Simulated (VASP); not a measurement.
# SnO: single point with LDA

The system is SnO.

```
Sn O
1.0
     3.76688    0.00000    0.00000
     0.00000    3.76688    0.00000
     0.00000    0.00000    4.09670
Sn O
2 2
Direct
  0.00000 0.50000 0.24575
  0.50000 0.00000 0.75425
  0.00000 0.00000 0.00000
  0.50000 0.50000 0.00000
```

| Item | Value |
| --- | --- |
| Program | VASP 6.6.1 |
| Task | single point |
| Functional | LDA |
| Potentials or basis | VASP PAW LDA potentials, release 64 (Sn_d, O) |
| Cutoff | 520 eV |
| k mesh | 10 × 10 × 8 |
| Occupations | gaussian, width 0.15 eV |
| Spin | no spin polarisation |
| Dipole correction | no |
| Further INCAR settings | ALGO = Normal; EDIFF = 1e-06; NBANDS = 28 |

```
Pressure      : 15.1 GPa
Largest force : 2.220 eV/Å
```

Forces on the atoms (eV/Å):
```
Sn   0.000  0.000  2.220
Sn   0.000  0.000 -2.220
O    0.000  0.000  0.000
O    0.000  0.000  0.000
```

Stress tensor (GPa, compression positive):
```
13.43  0.00  0.00
 0.00 13.43  0.00
 0.00  0.00 18.30
```

Levels at points of the mesh, in eV from the Fermi level:
| k point | band 17 | band 18 | band 19 | band 20 | band 21 | band 22 | band 23 | band 24 |
| --- | --- | --- | --- | --- | --- | --- | --- | --- |
| (0.00, 0.00, 0.00) | -4.20 | -4.20 | -3.97 | -0.52 | 2.54 | 4.78 | 4.78 | 5.91 |
| (0.50, 0.00, 0.00) | -5.51 | -5.51 | -2.70 | -2.70 | 4.21 | 4.21 | 6.19 | 6.19 |
| (0.50, 0.50, 0.00) | -3.37 | -3.37 | -1.44 | -1.44 | -0.08 | -0.08 | 5.63 | 5.63 |
| (0.00, 0.00, 0.50) | -4.20 | -4.20 | -1.78 | -1.58 | 0.85 | 2.43 | 2.43 | 2.93 |
| (0.50, 0.00, 0.50) | -5.87 | -5.87 | -1.52 | -1.52 | 3.38 | 3.38 | 5.23 | 5.23 |
| (0.50, 0.50, 0.50) | -3.38 | -3.38 | -3.10 | -3.10 | 2.91 | 2.91 | 5.53 | 5.53 |

It took 4.1 min on 1 thread of AMD EPYC 7R13 (shared host), peak memory 0.22 GiB.

Caveat: spin-orbit coupling is left out, which moves the levels of the heavy elements; forces of over 1 eV/Å act on the atoms, so gaps and moduli don't describe the material at rest.
